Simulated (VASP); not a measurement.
# TlPt (P6/mmm) in VASP: notebook

Runs on TlPt. Level: PBEsol. Tasks: single point.

All numbers are computed with VASP 6.6.1; they aren't measurements. Logs are shortened: lines on timing, memory, paths and dates and some standing lists are left out, and cuts for length are marked.

## 1. The cell of the first run

The structure is hexagonal, space group P6/mmm (No. 191). The conventional cell has a = 5.716 Å, b = 5.716 Å, c = 4.144 Å, α = 90.00°, β = 90.00°, γ = 120.00°. Tl (site symmetry mmm) has 6 Pt at 2.65 to 2.86 Å and 4 Tl at 2.86 Å within 3.5 Å. Within 3.5 Å of Pt (site symmetry -6m2) lie 6 Tl at 2.65 Å and 3 Pt at 3.30 Å. Within 3.8 Å of Pt (site symmetry 6/mmm) lie 6 Tl at 2.86 Å.

## 2. Single point, PBEsol

INCAR

```
SYSTEM = TlPt
  PREC = Accurate
  ENCUT = 520
  EDIFF = 1E-7
  ISMEAR = -1
  SIGMA = 0.05
  LREAL = .FALSE.
  LASPH = .TRUE.
  NELM = 60
  ALGO = Fast
  ISIF = 2
  LWAVE = .FALSE.
  LCHARG = .TRUE.
  GGA = PS
  LELF = .TRUE.
  LVHAR = .TRUE.
  NBANDS = 44
```

KPOINTS

```
Automatic mesh
0
G
  6 6 6
  0 0 0
```

POSCAR

```
TlPt
1.0
    5.7162009139      0.0000000000      0.0000000000
   -2.8581004570      4.9503752046      0.0000000000
    0.0000000000      0.0000000000      4.1442701631
Tl Pt
3 3
Direct
    0.0000000000      0.5000000000      0.0000000000
    0.5000000000      0.5000000000      0.0000000000
    0.5000000000      0.0000000000      0.0000000000
    0.6666666667      0.3333333333      0.5000000000
    0.3333333333      0.6666666667      0.5000000000
    0.0000000000      0.0000000000      0.0000000000
```

Potentials or basis: VASP PAW PBE potentials, release 64 (Tl_d, Pt).

Started as:

```bash
> cat potpaw_PBE.64/Tl_d/POTCAR potpaw_PBE.64/Pt/POTCAR > POTCAR
> mpirun -np 1 vasp_std > vasp.out
```

OUTCAR:

```text
SYSTEM = TlPt
   PREC = Accurate
   ENCUT = 520
   EDIFF = 1E-7
   ISMEAR = -1
   LREAL = .FALSE.
   LASPH = .TRUE.
   NELM = 60
   ISIF = 2
   GGA = PS

 ion  position               nearest neighbor table
   1  0.000  0.500  0.000-   4 2.65   5 2.65   4 2.65   5 2.65   3 2.86   3 2.86   2 2.86   2 2.86
                             6 2.86   6 2.86
   2  0.500  0.500  0.000-   4 2.65   5 2.65   4 2.65   5 2.65   6 2.86   6 2.86   1 2.86   1 2.86
                             3 2.86   3 2.86
   3  0.500  0.000  0.000-   4 2.65   5 2.65   4 2.65   5 2.65   1 2.86   1 2.86   6 2.86   6 2.86
                             2 2.86   2 2.86
   4  0.667  0.333  0.500-   1 2.65   1 2.65   3 2.65   3 2.65   2 2.65   2 2.65   5 3.30   5 3.30
                             5 3.30
   5  0.333  0.667  0.500-   1 2.65   1 2.65   3 2.65   3 2.65   2 2.65   2 2.65   4 3.30   4 3.30
                             4 3.30
   6  0.000  0.000  0.000-   2 2.86   2 2.86   3 2.86   3 2.86   1 2.86   1 2.86

  LATTYP: Found a hexagonal cell.
 ALAT       =     5.7162009139
 C/A-ratio  =     0.7250042862

  Lattice vectors:

 A1 = (   5.7162009139,   0.0000000000,   0.0000000000)
 A2 = (  -2.8581004570,   4.9503752046,   0.0000000000)
 A3 = (   0.0000000000,   0.0000000000,   4.1442701631)

Analysis of symmetry for initial positions (statically):
=====================================================================
 Subroutine PRICEL returns:
 Original cell was already a primitive cell.

 Routine SETGRP: Setting up the symmetry group for a
 hexagonal supercell.

 Subroutine GETGRP returns: Found 24 space group operations
 (whereof 24 operations were pure point group operations)
 out of a pool of 24 trial point group operations.

The static configuration has the point symmetry D_6h.

Analysis of symmetry for dynamics (positions and initial velocities):
=====================================================================
 Subroutine PRICEL returns:
 Original cell was already a primitive cell.

 Routine SETGRP: Setting up the symmetry group for a
 hexagonal supercell.

 Subroutine GETGRP returns: Found 24 space group operations
 (whereof 24 operations were pure point group operations)
 out of a pool of 24 trial point group operations.

The dynamic configuration has the point symmetry D_6h.

 Subroutine INISYM returns: Found 24 space group operations
 (whereof 24 operations are pure point group operations),
 and found     1 'primitive' translations

[... 101 lines left out ...]
   NELM   =     60;   NELMIN=  2; NELMDL= -5     # of ELM steps
   EDIFF  = 0.1E-06   stopping-criterion for ELM
   LREAL  =      F    real-space projection
   EDIFFG = 0.1E-05   stopping-criterion for IOM
   NSW    =      0    number of steps for IOM
   IBRION =     -1    ionic relax: 0-MD 1-quasi-New 2-CG
   NFREE  =      0    steps in history (QN), initial steepest desc. (CG)
   ISIF   =      2    stress and relaxation
   ISYM   =      2    0-nonsym 1-usesym 2-fastsym
   POTIM  = 0.5000    time-step for ionic-motion
   TEBEG  =    0.0;   TEEND  =   0.0 temperature during run
   PSTRESS=    0.0 pullay stress
   NELECT =      69.0000    total number of electrons
   NUPDOWN=      -1.0000    fix difference up-down
   EMIN   =  10.00;   EMAX   =-10.00  energy-range for DOS
   EFERMI =   0.00;   METHOD = LEGACY
   ISMEAR =    -1;   SIGMA  =   0.05  broadening in eV -4-tet -1-fermi 0-gaus
   EFERMI_NEDOS =   21; number of points for ismear=-14 and -15
   IALGO  =     68    algorithm
   IMIX   =      4    mixing-type and parameters
     AMIX     =   0.40;   BMIX     =  1.00
     AMIX_MAG =   1.60;   BMIX_MAG =  1.00
  volume/ion in A,a.u.               =      19.55       131.90
  Fermi-wavevector in a.u.,A,eV,Ry     =   1.371808  2.592341 25.604219  1.881857
  Thomas-Fermi vector in A             =   2.497472
   LORBIT       =      0    0 simple, 1 ext, 2 COOP (PROOUT), +10 PAW based schemes
   GGA     = PS    functional components
   LHFCALC =     F    Hartree Fock is set to
   AEXX    =    0.0000 exact exchange contribution
   IVDW    =     0    specifies the selected vdW correction
   LEPSILON=     F    determine dielectric tensor
   LRPA    =     F    only Hartree local field effects (RPA)
 non-spin polarized calculation
 RMM-DIIS sequential band-by-band and
  energy-cutoff  :      520.00
  volume of cell :      117.27
 maximum number of plane-waves:      3190
 NGX is ok and might be reduce to    48
   NGX = 21   NGY = 21   NGZ = 15

 number of electron      68.9999999 magnetization

 Free energy of the ion-electron system (eV)
  ---------------------------------------------------
  ext. energy  EPLUGINS =         0.00000000
  ---------------------------------------------------
  free energy    TOTEN  =       -24.15927306 eV

  energy without entropy =      -24.13438192  energy(sigma->0) =      -24.14682749

 E-fermi :   8.9510     XC(G=0): -12.0185

 val. band max:        8.8865776761   @ k =   0.0000   0.0000   0.1667
 cond. band min:       8.9514527708   @ k =   0.1667   0.1667   0.1667
 fundamental gap:      0.0648750947
 Fermi energy:         8.9509924391

 k-point     1 :       0.0000    0.0000    0.0000
  band No.  band energies     occupation
      1      -5.2747      2.00000
      2      -4.1846      2.00000
      3      -4.1846      2.00000
      4      -3.9091      2.00000
      5      -3.6620      2.00000
      6      -3.5100      2.00000
[... 1117 lines left out ...]
     43      17.0938      0.00000
     44      17.1275      0.00000

 [... further k-points ...]
[... 5 lines left out ...]
  --------------------------------------------------------------------------------------
  -------------------------------------------------------------------------------------
  Total       14.7564834     14.7564834     14.7084342     -0.0000000      0.0000000      0.0000000
  in kB      201.6043026    201.6043026    200.9478499     -0.0000000      0.0000000      0.0000000
  external PRESSURE =     201.3854850 kB  Pullay stress =       0.0000000 kB

 VOLUME and BASIS-vectors are now :
 -----------------------------------------------------------------------------
  energy-cutoff  :      520.00
  volume of cell :      117.27
      direct lattice vectors                 reciprocal lattice vectors
     5.716200914  0.000000000  0.000000000     0.174941367  0.101002445  0.000000000
    -2.858100457  4.950375205  0.000000000     0.000000000  0.202004890  0.000000000
     0.000000000  0.000000000  4.144270163     0.000000000  0.000000000  0.241297010

 POSITION                                       TOTAL-FORCE (eV/Angst)
 -----------------------------------------------------------------------------------
     -1.42905      2.47519      0.00000         0.000000      0.000000      0.000000
      1.42905      2.47519      0.00000         0.000000      0.000000      0.000000
      2.85810      0.00000      0.00000         0.000000      0.000000      0.000000
      2.85810      1.65013      2.07214         0.000000     -0.000000     -0.000000
     -0.00000      3.30025      2.07214        -0.000000      0.000000      0.000000
      0.00000      0.00000      0.00000         0.000000      0.000000      0.000000
 -----------------------------------------------------------------------------------
    total drift:                               -0.000000      0.000000      0.000000

  FREE ENERGIE OF THE ION-ELECTRON SYSTEM (eV)
  ---------------------------------------------------
  free  energy   TOTEN  =       -24.1592730628 eV

  energy  without entropy=      -24.1343819159  energy(sigma->0) =      -24.14682749
```

stdout:

```text
POSCAR found type information on POSCAR TlPt
 POSCAR found :  2 types and       6 ions
 scaLAPACK will be used
 -----------------------------------------------------------------------------
|                                                                             |
|                                                                             |
|     You enforced a specific xc type in the INCAR file but a different       |
|     I HOPE YOU KNOW WHAT YOU ARE DOING!                                     |
|                                                                             |
 -----------------------------------------------------------------------------

 LDA part: xc-table for (Slater+PW92), standard interpolation
 POSCAR, INCAR and KPOINTS ok, starting setup
 FFT: planning ... GRIDC
 FFT: planning ... GRID_SOFT
 FFT: planning ... GRID
 WAVECAR not read
 entering main loop
```

Wall time 4.7 min (1 thread of Intel Xeon Platinum 8259CL at 2.50GHz (Skylake/Cascade Lake), shared host); peak memory 0.31 GiB.

Results:

```yaml
Free_energy: -24.1593 eV
Pressure: 20.1 GPa
```

Caveat: the PAW data sets were made with another functional, which shifts forces and pressure a little; spin-orbit coupling is left out, which moves the levels of the heavy elements.

## 3. Single point, PBEsol

This run uses another cell than the first one, of 20.78 Å³/atom, 1.063 times its volume.

INCAR

```
SYSTEM = TlPt
PREC     = Accurate       ! precision mode
ENCUT    = 520            ! plane-wave cutoff, eV
EDIFF    = 1E-6           ! SCF threshold, eV
ISMEAR   = -1             ! smearing method
SIGMA    = 0.05           ! smearing width, eV
LREAL    = .False.        ! projectors in reciprocal space
LASPH    = .True.         ! aspherical terms in the spheres
NELM     = 60             ! most SCF steps
ALGO     = Fast           ! electronic algorithm
ISIF     = 2              ! what is computed and relaxed
LWAVE    = .False.        ! write WAVECAR
LCHARG   = .True.         ! write CHGCAR
GGA      = PS             ! functional
LELF     = .True.         ! ELF
LVHAR    = .True.       
NBANDS   = 44             ! bands
```

KPOINTS

```
Automatic mesh
0
Gamma
  6 6 6
  0 0 0
```

POSCAR, as its differences from that of step 2:

```diff
@@ -2,5 +2,5 @@
 1.0
-    5.7162009139      0.0000000000      0.0000000000
-   -2.8581004570      4.9503752046      0.0000000000
-    0.0000000000      0.0000000000      4.1442701631
+    5.8922372264      0.0000000000      0.0000000000
+   -2.9461186132      5.1028271232      0.0000000000
+    0.0000000000      0.0000000000      4.1471521839
 Tl Pt
```

Potentials or basis: VASP PAW PBE potentials, release 64 (Tl_d, Pt).

Started as:

```bash
> cat potpaw_PBE.64/Tl_d/POTCAR potpaw_PBE.64/Pt/POTCAR > POTCAR
> mpirun -np 1 vasp_std > vasp.out
```

Run time: 4.2 min. Hardware: 1 thread of Intel Xeon Platinum 8259CL at 2.50GHz (Skylake/Cascade Lake), shared host; peak memory 0.32 GiB.

It converged, with:

* Free energy: -24.8500 eV
* Pressure: 10.1 GPa

Stress tensor (GPa, compression positive):
```
10.12  0.00  0.00
 0.00 10.12  0.00
 0.00  0.00 10.00
```

Levels at points of the mesh, in eV from the Fermi level:
```csv
k point,band 32,band 33,band 34,band 35,band 36,band 37
"(0.00, 0.00, 0.00)",-0.57,-0.34,-0.34,-0.26,-0.26,-0.13
"(0.50, 0.00, 0.00)",-1.36,-1.21,-0.47,1.98,2.67,2.70
"(0.00, 0.00, 0.50)",-1.16,-0.68,0.44,0.44,1.28,1.28
"(0.50, 0.00, 0.50)",-1.73,-0.92,-0.85,-0.13,0.71,1.31
```

Caveat: the PAW data sets were made with another functional, which shifts forces and pressure a little; spin-orbit coupling is left out, which moves the levels of the heavy elements.

## 4. Single point, PBEsol

This run uses another cell than the first one, of 21.69 Å³/atom, 1.110 times its volume.

INCAR

```
PREC = Accurate ; ENCUT = 520
EDIFF = 1E-7 ; ISMEAR = -1
SIGMA = 0.05 ; LREAL = F
LASPH = T ; NELM = 100
ALGO = Fast ; ISIF = 2
LWAVE = F ; LCHARG = T
GGA = PS ; LELF = T
LVHAR = T ; NBANDS = 44
```

KPOINTS

```
Automatic mesh
0
Gamma
  6 6 6
```

POSCAR, as its differences from that of step 3:

```diff
@@ -2,5 +2,5 @@
 1.0
-    5.8922372264      0.0000000000      0.0000000000
-   -2.9461186132      5.1028271232      0.0000000000
-    0.0000000000      0.0000000000      4.1471521839
+    6.0407317986      0.0000000000      0.0000000000
+   -3.0203658993      5.2314271950      0.0000000000
+    0.0000000000      0.0000000000      4.1183867616
 Tl Pt
```

Started as:

```bash
> cat potpaw_PBE.64/Tl_d/POTCAR potpaw_PBE.64/Pt/POTCAR > POTCAR
> mpirun -np 1 vasp_std > vasp.out
```

Run time: 5.3 min. Hardware: 1 thread of Intel Xeon Platinum 8259CL at 2.50GHz (Skylake/Cascade Lake), shared host; peak memory 0.32 GiB.

Results (log left out):

```yaml
Free_energy: -25.1092 eV
Pressure: 5.1 GPa
```

Levels at points of the mesh, in eV from the Fermi level:
```csv
k point,band 32,band 33,band 34,band 35,band 36,band 37,band 38,band 39
"(0.00, 0.00, 0.00)",-0.77,-0.36,-0.36,-0.32,-0.32,0.16,0.26,5.01
"(0.50, 0.00, 0.00)",-1.21,-1.08,-0.59,1.64,2.41,2.81,3.39,4.09
"(0.00, 0.00, 0.50)",-1.10,-0.62,0.57,0.57,1.20,1.20,1.40,1.59
"(0.50, 0.00, 0.50)",-1.69,-0.87,-0.84,-0.05,0.68,1.24,2.85,3.04
```

Caveat: the PAW data sets were made with another functional, which shifts forces and pressure a little; spin-orbit coupling is left out, which moves the levels of the heavy elements.

## 5. Single point, PBEsol

This run uses another cell than the first one, of 22.38 Å³/atom, 1.145 times its volume.

INCAR

```
ALGO = Fast ; EDIFF = 1E-6
ENCUT = 520 ; GGA = PS
ISIF = 2 ; ISMEAR = -1
LASPH = T ; LCHARG = F
LREAL = F ; LWAVE = F
NBANDS = 44 ; NELM = 100
PREC = Accurate ; SIGMA = 0.05
```

KPOINTS

```
k-points
0
Gamma
  6 6 6
```

POSCAR, as its differences from that of step 4:

```diff
@@ -2,5 +2,5 @@
 1.0
-    6.0407317986      0.0000000000      0.0000000000
-   -3.0203658993      5.2314271950      0.0000000000
-    0.0000000000      0.0000000000      4.1183867616
+    6.1515898448      0.0000000000      0.0000000000
+   -3.0757949224      5.3274330792      0.0000000000
+    0.0000000000      0.0000000000      4.0978813923
 Tl Pt
```

Started as:

```bash
> cat potpaw_PBE.64/Tl_d/POTCAR potpaw_PBE.64/Pt/POTCAR > POTCAR
> mpirun -np 1 vasp_std > vasp.out
```

Run time: 4.2 min. Hardware: 1 thread of Intel Xeon Platinum 8259CL at 2.50GHz (Skylake/Cascade Lake), shared host; peak memory 0.31 GiB.

The run converged. Its results:

```
Free energy : -25.2033 eV
Pressure    : 2.0 GPa
```

Stress tensor (GPa, compression positive):
```
2.08 0.00 0.00
0.00 2.08 0.00
0.00 0.00 1.97
```

Levels at points of the mesh, in eV from the Fermi level:
```csv
k point,band 33,band 34,band 35,band 36,band 37,band 38
"(0.00, 0.00, 0.00)",-0.42,-0.42,-0.31,-0.31,0.03,0.53
"(0.50, 0.00, 0.00)",-1.00,-0.67,1.41,2.20,2.89,3.22
"(0.00, 0.00, 0.50)",-0.59,0.66,0.66,1.14,1.14,1.29
"(0.50, 0.00, 0.50)",-0.85,-0.84,-0.01,0.64,1.19,2.75
```

Caveat: the PAW data sets were made with another functional, which shifts forces and pressure a little; spin-orbit coupling is left out, which moves the levels of the heavy elements.

## 6. Single point, PBEsol

This run uses another cell than the first one, of 22.99 Å³/atom, 1.176 times its volume.

INCAR

```
SYSTEM = TlPt
PREC = Accurate
ENCUT = 520
EDIFF = 1E-7
ISMEAR = -1
SIGMA = 0.05
LREAL = .FALSE.
LASPH = .TRUE.
NELM = 80
ALGO = Fast
ISIF = 2
LWAVE = .FALSE.
LCHARG = .FALSE.
GGA = PS
NBANDS = 44
```

KPOINTS

```
regular mesh
0
G
  6 6 6
  0 0 0
```

POSCAR, as its differences from that of step 5:

```diff
@@ -2,5 +2,5 @@
 1.0
-    6.1515898448      0.0000000000      0.0000000000
-   -3.0757949224      5.3274330792      0.0000000000
-    0.0000000000      0.0000000000      4.0978813923
+    6.2625056855      0.0000000000      0.0000000000
+   -3.1312528428      5.4234890150      0.0000000000
+    0.0000000000      0.0000000000      4.0615778782
 Tl Pt
```

Potentials or basis: VASP PAW PBE potentials, release 64 (Tl_d, Pt).

Started as:

```bash
> cat potpaw_PBE.64/Tl_d/POTCAR potpaw_PBE.64/Pt/POTCAR > POTCAR
> mpirun -np 1 vasp_std > vasp.out
```

It took 4.7 min on 1 thread of Intel Xeon Platinum 8259CL at 2.50GHz (Skylake/Cascade Lake), shared host; peak memory 0.32 GiB.

The run converged. Its results:

- Free energy: -25.2293 eV
- Pressure: 0.0 GPa

Levels at points of the mesh, in eV from the Fermi level:
| k point | band 30 | band 31 | band 32 | band 33 | band 34 | band 35 | band 36 | band 37 | band 38 | band 39 |
| --- | --- | --- | --- | --- | --- | --- | --- | --- | --- | --- |
| (0.00, 0.00, 0.00) | -1.08 | -0.92 | -0.92 | -0.47 | -0.47 | -0.32 | -0.32 | -0.09 | 0.83 | 5.18 |
| (0.50, 0.00, 0.00) | -1.59 | -1.27 | -1.03 | -0.94 | -0.75 | 1.18 | 1.99 | 3.02 | 3.07 | 3.55 |
| (0.00, 0.00, 0.50) | -1.28 | -1.05 | -1.05 | -0.58 | 0.76 | 0.76 | 1.07 | 1.07 | 1.21 | 1.29 |
| (0.50, 0.00, 0.50) | -1.75 | -1.72 | -1.53 | -0.84 | -0.82 | 0.02 | 0.62 | 1.12 | 2.65 | 2.78 |

Caveat: the PAW data sets were made with another functional, which shifts forces and pressure a little; spin-orbit coupling is left out, which moves the levels of the heavy elements.

## 7. The runs side by side

| cell | further INCAR settings | gap on the mesh (eV) | pressure (GPa) |
| --- | --- | --- | --- |
| a = 5.716, b = 5.716, c = 4.144 Å, angles 90.0, 90.0, 120.0°, 6 atoms | ALGO = Fast; EDIFF = 1e-07; NBANDS = 44 | none | 20.1 |
| a = 5.892, b = 5.892, c = 4.147 Å, angles 90.0, 90.0, 120.0°, 6 atoms | ALGO = Fast; EDIFF = 1e-06; NBANDS = 44 | none | 10.1 |
| a = 6.041, b = 6.041, c = 4.118 Å, angles 90.0, 90.0, 120.0°, 6 atoms | ALGO = Fast; EDIFF = 1e-07; NBANDS = 44 | none | 5.1 |
| a = 6.152, b = 6.152, c = 4.098 Å, angles 90.0, 90.0, 120.0°, 6 atoms | ALGO = Fast; EDIFF = 1e-06; NBANDS = 44 | none | 2.0 |
| a = 6.263, b = 6.263, c = 4.062 Å, angles 90.0, 90.0, 120.0°, 6 atoms | ALGO = Fast; EDIFF = 1e-07; NBANDS = 44 | none | 0.0 |

Alike in all rows: task single point; level PBEsol; potentials or basis VASP PAW PBE potentials, release 64 (Tl_d, Pt); no spin polarisation; k mesh 6 × 6 × 6; cutoff (eV) 520; smearing fermi-dirac 0.05 eV.

Caveats: the PAW data sets were made with another functional, which shifts forces and pressure a little; spin-orbit coupling is left out, which moves the levels of the heavy elements.

Total energies depend on the potentials used, so only differences within one code and one set of settings carry meaning.
